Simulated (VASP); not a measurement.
Set up this calculation in VASP 6.6.1, as the native input.

```
Task                   : single point
Functional             : PBE
Potentials or basis    : VASP PAW PBE potentials, release 64 (Y_sv, Al, Se)
Cutoff                 : 520 eV
k mesh                 : 4 × 4 × 4
Occupations            : gaussian, width 0.1 eV
Spin                   : no spin polarisation
Dipole correction      : no
Further INCAR settings : ALGO = Normal; EDIFF = 1e-06; NBANDS = 24
```

The structure of YAlSe3 lies in POSCAR:

```
YAlSe3
1.0
    5.1282109700      0.0000000000      0.0000000000
    0.0000000000      5.1282109700      0.0000000000
    0.0000000000      0.0000000000      5.1282109700
Y Al Se
1 1 3
Direct
    0.0000000000      0.0000000000      0.0000000000
    0.5000000000      0.5000000000      0.5000000000
    0.0000000000      0.5000000000      0.5000000000
    0.5000000000      0.0000000000      0.5000000000
    0.5000000000      0.5000000000      0.0000000000
```

The input as run:

INCAR

```
PREC = Accurate
ENCUT = 520
EDIFF = 1E-6
ISMEAR = 0
SIGMA = 0.1
LREAL = False
LASPH = True
NELM = 100
ALGO = Normal
ISIF = 2
LWAVE = False
LCHARG = False
GGA = PE
NBANDS = 24
```

KPOINTS

```
Automatic mesh
0
Gamma
  4 4 4
```

Potentials or basis: VASP PAW PBE potentials, release 64 (Y_sv, Al, Se).

The run is started by

```sh
$ cat potpaw_PBE.64/Y_sv/POTCAR potpaw_PBE.64/Al/POTCAR potpaw_PBE.64/Se/POTCAR > POTCAR
$ mpirun -np 1 vasp_std > vasp.out
```

It gave:

```json
{
 "Pressure": "-7.0 GPa",
 "Band gap on the k mesh": "zero (band 16 reaches 3.68 eV, above the bottom of band 17 at 2.73 eV)"
}
```

It used 32 s of CPU time on 1 thread of AMD EPYC 7R13 Processor (Zen 3) (shared host).
